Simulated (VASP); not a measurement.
Input of a VASP 6.6.1 run:

The input INCAR:

```
  PREC = Accurate
  ENCUT = 500
  EDIFF = 1E-6
  ISMEAR = 0
  SIGMA = 0.1
  LREAL = False
  LASPH = True
  NELM = 200
  ALGO = Normal
  ISIF = 2
  LWAVE = False
  LCHARG = True
  ISPIN = 2
  MAGMOM = 0 1 1 1 1 1
  LORBIT = 11
  LMAXMIX = 4
  GGA = PE
  LELF = True
  LVHAR = True
  NBANDS = 54
  GGA_COMPAT = False
```

The input KPOINTS:

```
regular mesh
0
Gamma
  6 6 2
```

The input POSCAR:

```
TaRu5
1.0
    2.7585893050      0.0000000000      0.0000000000
    0.0000000000      2.7585893050      0.0000000000
    0.0000000000      0.0000000000     11.5116491216
Ta Ru
1 5
Direct
    0.5000000000      0.5000000000      0.5000000000
    0.0000000000      0.0000000000      0.6812026931
    0.5000000000      0.5000000000      0.8354782488
    0.0000000000      0.0000000000      0.0000000000
    0.5000000000      0.5000000000      0.1645217512
    0.0000000000      0.0000000000      0.3187973069
```

Potentials or basis: VASP PAW PBE potentials, release 64 (Ta_pv, Ru_pv).

Command:

```bash
$ cat potpaw_PBE.64/Ta_pv/POTCAR potpaw_PBE.64/Ru_pv/POTCAR > POTCAR
$ mpirun -np 1 vasp_std > vasp.out
```

(1) Estimate the pressure.

(2) Predict the net moment.

(3) What does it give for the largest force?

Answers

(1) -0.1 GPa.

(2) 0.00 μB per cell.

(3) 0.038 eV/Å.

Caveat: the k points lie up to 0.38 Å⁻¹ apart.
